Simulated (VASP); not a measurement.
## Cs: single point with PBEsol

Cs:

```
CELL_PARAMETERS angstrom
-2.90536 2.90536 2.90536
2.90536 -2.90536 2.90536
2.90536 2.90536 -2.90536
ATOMIC_POSITIONS crystal
Cs 0.00000 0.00000 0.00000
```

This cell differs from its parent crystal: Rb replaced by Cs, lengths x 1.065, strained.

```
Program                : VASP 6.6.1
Task                   : single point
Functional             : PBEsol
Potentials or basis    : VASP PAW PBE potentials, release 64 (Cs_sv)
Cutoff                 : 520 eV
k mesh                 : 4 × 4 × 4
Occupations            : gaussian, width 0.1 eV
Spin                   : no spin polarisation
Dipole correction      : no
Further INCAR settings : ALGO = Normal; EDIFF = 1e-06; NBANDS = 10
```

The pressure is 0.2 GPa. The band gap on the k mesh is zero (an odd number of electrons rules out a gap without spin polarisation).

Levels at points of the mesh, in eV from the Fermi level:
| k point | band 1 | band 2 | band 3 | band 4 | band 5 | band 6 | band 7 | band 8 | band 9 |
| --- | --- | --- | --- | --- | --- | --- | --- | --- | --- |
| (0.00, 0.00, 0.00) | -23.78 | -10.47 | -10.47 | -10.47 | -1.87 | 2.57 | 2.57 | 2.57 | 3.57 |
| (0.50, 0.00, 0.00) | -23.77 | -10.70 | -10.54 | -10.47 | -0.07 | 1.05 | 1.60 | 3.45 | 4.10 |
| (0.50, 0.50, 0.50) | -23.76 | -10.63 | -10.63 | -10.63 | 0.48 | 0.48 | 3.42 | 3.42 | 3.42 |

Wall time 18 s on 1 thread of Intel Xeon 8259CL (shared host), peak memory 0.23 GiB.

Caveat: the k points lie up to 0.38 Å⁻¹ apart, too coarse for converged energies and pressures of a metal; the cell differs from its parent crystal (Rb replaced by Cs, lengths x 1.065, strained); the PAW data sets were made with another functional, which shifts forces and pressure a little; spin-orbit coupling is left out, which moves the levels of the heavy elements.
